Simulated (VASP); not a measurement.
# LiF (Fm-3m) in VASP: further runs, part 2 of 3

VASP 6.6.1. The steps go on from the part before.

### Step 3. Electric field gradients, PBE (volume scaled by 0.94)

Contents of INCAR:

```
SYSTEM = LiF
PREC     = Accurate       ! precision mode
ENCUT    = 520            ! plane-wave cutoff, eV
EDIFF    = 1E-8           ! SCF threshold, eV
ISMEAR   = -1             ! smearing method
SIGMA    = 0.03           ! smearing width, eV
LREAL    = .FALSE.        ! projectors in reciprocal space
LASPH    = .TRUE.         ! aspherical terms in the spheres
NELM     = 80             ! most SCF steps
ALGO     = Normal         ! electronic algorithm
ISIF     = 2              ! what is computed and relaxed
LWAVE    = .FALSE.        ! write WAVECAR
LCHARG   = .FALSE.        ! write CHGCAR
GGA      = PE             ! functional
LEFG     = .TRUE.       
NBANDS   = 12             ! bands
```

Contents of KPOINTS:

```
Automatic mesh
0
G
  10 10 10
  0 0 0
```

Contents of POSCAR:

```
LiF
1.0
    0.0000000000      1.9728864230      1.9728864230
    1.9728864230      0.0000000000      1.9728864230
    1.9728864230      1.9728864230      0.0000000000
Li F
1 1
Direct
    0.0000000000      0.0000000000      0.0000000000
    0.5000000000      0.5000000000      0.5000000000
```

Potentials or basis: VASP PAW PBE potentials, release 64 (Li_sv, F).

Started as:

```bash
$ cat potpaw_PBE.64/Li_sv/POTCAR potpaw_PBE.64/F/POTCAR > POTCAR
$ mpirun -np 1 vasp_std > vasp.out
```

OUTCAR:

```text
SYSTEM = LiF
   PREC = Accurate
   ENCUT = 520
   EDIFF = 1E-8
   ISMEAR = -1
   LREAL = .FALSE.
   LASPH = .TRUE.
   NELM = 80
   ISIF = 2
   GGA = PE

 ion  position               nearest neighbor table
   1  0.000  0.000  0.000-   2 1.97   2 1.97   2 1.97   2 1.97   2 1.97   2 1.97
   2  0.500  0.500  0.500-   1 1.97   1 1.97   1 1.97   1 1.97   1 1.97   1 1.97

  LATTYP: Found a face centered cubic cell.
 ALAT       =     3.9457728460

  Lattice vectors:

 A1 = (   0.0000000000,   1.9728864230,   1.9728864230)
 A2 = (   1.9728864230,   0.0000000000,   1.9728864230)
 A3 = (   1.9728864230,   1.9728864230,   0.0000000000)

Analysis of symmetry for initial positions (statically):
=====================================================================
 Subroutine PRICEL returns:
 Original cell was already a primitive cell.

 Routine SETGRP: Setting up the symmetry group for a
 face centered cubic supercell.

[... 549 lines left out ...]
      direct lattice vectors                 reciprocal lattice vectors
     0.000000000  1.972886423  1.972886423    -0.253435775  0.253435775  0.253435775
     1.972886423  0.000000000  1.972886423     0.253435775 -0.253435775  0.253435775
     1.972886423  1.972886423  0.000000000     0.253435775  0.253435775 -0.253435775

 POSITION                                       TOTAL-FORCE (eV/Angst)
 -----------------------------------------------------------------------------------
      0.00000      0.00000      0.00000        -0.000000      0.000000     -0.000000
      1.97289      1.97289      1.97289         0.000000      0.000000      0.000000
 -----------------------------------------------------------------------------------
    total drift:                               -0.000000     -0.000000      0.000000

  FREE ENERGIE OF THE ION-ELECTRON SYSTEM (eV)
  ---------------------------------------------------
  free  energy   TOTEN  =        -9.6086171399 eV

  energy  without entropy=       -9.6086171399  energy(sigma->0) =       -9.60861714

 Electric field gradients (V/A^2)
---------------------------------------------------------------------
 ion       V_xx      V_yy      V_zz      V_xy      V_xz      V_yz
---------------------------------------------------------------------
   1       0.000     0.000     0.000     0.001     0.001     0.001
   2       0.000    -0.000     0.000     0.002     0.002     0.002
---------------------------------------------------------------------

 Electric field gradients after diagonalization (V/A^2)
 (convention: |V_zz| > |V_xx| > |V_yy|)
----------------------------------------------------------------------
 ion       V_xx      V_yy      V_zz     asymmetry (V_yy - V_xx)/ V_zz
----------------------------------------------------------------------
   1      -0.001    -0.001     0.002       0.000
   2      -0.002    -0.002     0.004       0.000
----------------------------------------------------------------------

           NMR quadrupolar parameters

 Cq : quadrupolar parameter    Cq=e*Q*V_zz/h
 eta: asymmetry parameters     (V_yy - V_xx)/ V_zz
 Q  : nuclear electric quadrupole moment in mb (millibarn)
----------------------------------------------------------------------
 ion       Cq(MHz)       eta       Q (mb)
----------------------------------------------------------------------
   1       0.000       0.000       1.000
   2       0.000       0.000       1.000
----------------------------------------------------------------------
```

OSZICAR:

```text
N       E                     dE             d eps       ncg     rms          rms(c)
DAV:   1     0.317556248870E+02    0.31756E+02   -0.55605E+03  1160   0.856E+02
DAV:   2    -0.904976494992E+01   -0.40805E+02   -0.39813E+02  1360   0.191E+02
DAV:   3    -0.101087051680E+02   -0.10589E+01   -0.10560E+01  1496   0.271E+01
DAV:   4    -0.101201885594E+02   -0.11483E-01   -0.11483E-01  1280   0.274E+00
DAV:   5    -0.101203466358E+02   -0.15808E-03   -0.15808E-03  1492   0.227E-01    0.455E+00
DAV:   6    -0.959770370245E+01    0.52264E+00   -0.23975E+00  1260   0.980E+00    0.134E+00
DAV:   7    -0.960200690250E+01   -0.43032E-02   -0.20479E-02  1484   0.126E+00    0.849E-01
DAV:   8    -0.960853123376E+01   -0.65243E-02   -0.14030E-02  1396   0.124E+00    0.108E-01
DAV:   9    -0.960854584253E+01   -0.14609E-04   -0.92831E-04  1304   0.276E-01    0.418E-02
DAV:  10    -0.960861462563E+01   -0.68783E-04   -0.11845E-04  1292   0.870E-02    0.158E-02
DAV:  11    -0.960861620318E+01   -0.15776E-05   -0.61539E-06  1404   0.232E-02    0.305E-03
DAV:  12    -0.960861714654E+01   -0.94335E-06   -0.46503E-07  1344   0.588E-03    0.913E-04
DAV:  13    -0.960861713990E+01    0.66360E-08   -0.77810E-08  1352   0.254E-03
   1 F= -.96086171E+01 E0= -.96086171E+01  d E =-.138920E-12
```

stdout:

```text
POSCAR found type information on POSCAR LiF
 POSCAR found :  2 types and       2 ions
 scaLAPACK will be used
 LDA part: xc-table for (Slater+PW92), standard interpolation
 POSCAR, INCAR and KPOINTS ok, starting setup
 FFT: planning ... GRIDC
 FFT: planning ... GRID_SOFT
 FFT: planning ... GRID
 WAVECAR not read
 entering main loop
ion   1

ion   2
```

Wall time 6.6 s (1 thread of AMD EPYC 9R45 (Zen 5), shared host); peak memory 0.1 GiB.

What came out:

| Property | Result |
| --- | --- |
| Free energy | -9.6086 eV |
| Band gap on the k mesh | 9.66 eV, direct |

Levels at points of the mesh, in eV from the valence-band top:
| k point | band 2 | band 3 | band 4 | band 5 | band 6 | band 7 | band 8 | band 9 |
| --- | --- | --- | --- | --- | --- | --- | --- | --- |
| (0.00, 0.00, 0.00) | -20.15 | 0.00 | 0.00 | 0.00 | 9.66 | 24.80 | 24.80 | 24.80 |
| (0.50, 0.00, 0.00) | -19.67 | -2.71 | -0.25 | -0.25 | 11.10 | 17.49 | 19.39 | 19.39 |
| (0.50, 0.50, 0.00) | -19.35 | -3.28 | -1.09 | -1.09 | 15.41 | 16.76 | 18.22 | 20.98 |

Caveat: without QUAD_EFG the Cq values of the log hold for a quadrupole moment of 1 mb, not for the nuclei. A k mesh can miss the band edges.

### Step 4. Electric field gradients, PBE (volume scaled by 0.98)

Contents of INCAR:

```
SYSTEM = LiF
ALGO = Normal
EDIFF = 1E-8
ENCUT = 520
GGA = PE
ISIF = 2
ISMEAR = -1
LASPH = .True.
LCHARG = .False.
LEFG = .True.
LREAL = .False.
LWAVE = .False.
NBANDS = 12
NELM = 80
PREC = Accurate
SIGMA = 0.03
```

Contents of KPOINTS:

```
k-points
0
Gamma
  10 10 10
  0 0 0
```

Contents of POSCAR:

```
LiF
1.0
    0.0000000000      2.0004828142      2.0004828142
    2.0004828142      0.0000000000      2.0004828142
    2.0004828142      2.0004828142      0.0000000000
Li F
1 1
Direct
    0.0000000000      0.0000000000      0.0000000000
    0.5000000000      0.5000000000      0.5000000000
```

Potentials or basis: VASP PAW PBE potentials, release 64 (Li_sv, F).

Started as:

```bash
$ cat potpaw_PBE.64/Li_sv/POTCAR potpaw_PBE.64/F/POTCAR > POTCAR
$ mpirun -np 1 vasp_std > vasp.out
```

OUTCAR:

```text
SYSTEM = LiF
   EDIFF = 1E-8
   ENCUT = 520
   GGA = PE
   ISIF = 2
   ISMEAR = -1
   LASPH = .True.
   LREAL = .False.
   NELM = 80
   PREC = Accurate

 ion  position               nearest neighbor table
   1  0.000  0.000  0.000-   2 2.00   2 2.00   2 2.00   2 2.00   2 2.00   2 2.00
   2  0.500  0.500  0.500-   1 2.00   1 2.00   1 2.00   1 2.00   1 2.00   1 2.00

  LATTYP: Found a face centered cubic cell.
 ALAT       =     4.0009656284

  Lattice vectors:

 A1 = (   0.0000000000,   2.0004828142,   2.0004828142)
[... 575 lines left out ...]
  ---------------------------------------------------
  free  energy   TOTEN  =        -9.6315217103 eV

  energy  without entropy=       -9.6315217103  energy(sigma->0) =       -9.63152171

 Electric field gradients (V/A^2)
---------------------------------------------------------------------
 ion       V_xx      V_yy      V_zz      V_xy      V_xz      V_yz
---------------------------------------------------------------------
   1      -0.000    -0.000     0.000    -0.000    -0.000    -0.000
   2      -0.000     0.000    -0.000     0.001     0.001     0.001
---------------------------------------------------------------------

 Electric field gradients after diagonalization (V/A^2)
 (convention: |V_zz| > |V_xx| > |V_yy|)
----------------------------------------------------------------------
 ion       V_xx      V_yy      V_zz     asymmetry (V_yy - V_xx)/ V_zz
----------------------------------------------------------------------
   1       0.000     0.000    -0.001       0.000
   2      -0.001    -0.001     0.002       0.000
----------------------------------------------------------------------

           NMR quadrupolar parameters

 Cq : quadrupolar parameter    Cq=e*Q*V_zz/h
 eta: asymmetry parameters     (V_yy - V_xx)/ V_zz
 Q  : nuclear electric quadrupole moment in mb (millibarn)
----------------------------------------------------------------------
 ion       Cq(MHz)       eta       Q (mb)
----------------------------------------------------------------------
   1      -0.000       0.000       1.000
   2       0.000       0.000       1.000
----------------------------------------------------------------------
```

OSZICAR:

```text
N       E                     dE             d eps       ncg     rms          rms(c)
DAV:   1     0.300759729990E+02    0.30076E+02   -0.53853E+03  1192   0.849E+02
DAV:   2    -0.908313810566E+01   -0.39159E+02   -0.38353E+02  1332   0.186E+02
DAV:   3    -0.101331387816E+02   -0.10500E+01   -0.10470E+01  1520   0.262E+01
DAV:   4    -0.101419227595E+02   -0.87840E-02   -0.87837E-02  1248   0.263E+00
DAV:   5    -0.101420121788E+02   -0.89419E-04   -0.89419E-04  1444   0.197E-01    0.454E+00
DAV:   6    -0.962037552559E+01    0.52164E+00   -0.24606E+00  1264   0.980E+00    0.137E+00
DAV:   7    -0.962471179456E+01   -0.43363E-02   -0.18880E-02  1508   0.121E+00    0.856E-01
DAV:   8    -0.963142220248E+01   -0.67104E-02   -0.14723E-02  1376   0.126E+00    0.110E-01
DAV:   9    -0.963144233610E+01   -0.20134E-04   -0.93012E-04  1324   0.276E-01    0.426E-02
DAV:  10    -0.963151878384E+01   -0.76448E-04   -0.12881E-04  1284   0.891E-02    0.154E-02
DAV:  11    -0.963152091064E+01   -0.21268E-05   -0.61593E-06  1408   0.232E-02    0.234E-03
DAV:  12    -0.963152170705E+01   -0.79641E-06   -0.47183E-07  1364   0.583E-03    0.950E-04
DAV:  13    -0.963152173180E+01   -0.24752E-07   -0.59108E-08  1344   0.222E-03    0.253E-04
DAV:  14    -0.963152170613E+01    0.25664E-07   -0.32073E-09  1060   0.490E-04    0.470E-05
DAV:  15    -0.963152171028E+01   -0.41483E-08   -0.12064E-09   640   0.276E-04
   1 F= -.96315217E+01 E0= -.96315217E+01  d E =-.167624E-10
```

stdout:

```text
POSCAR found type information on POSCAR LiF
 POSCAR found :  2 types and       2 ions
 scaLAPACK will be used
 LDA part: xc-table for (Slater+PW92), standard interpolation
 POSCAR, INCAR and KPOINTS ok, starting setup
 FFT: planning ... GRIDC
 FFT: planning ... GRID_SOFT
 FFT: planning ... GRID
 WAVECAR not read
 entering main loop
ion   1

ion   2
```

Wall time 7.5 s (1 thread of AMD EPYC 9R45 (Zen 5), shared host); peak memory 0.1 GiB.

What came out:

```yaml
Free_energy: -9.6315 eV
Band_gap_on_the_k_mesh: 9.28 eV, direct
```

Caveat: without QUAD_EFG the Cq values of the log hold for a quadrupole moment of 1 mb, not for the nuclei.

[end of part 2 of 3]
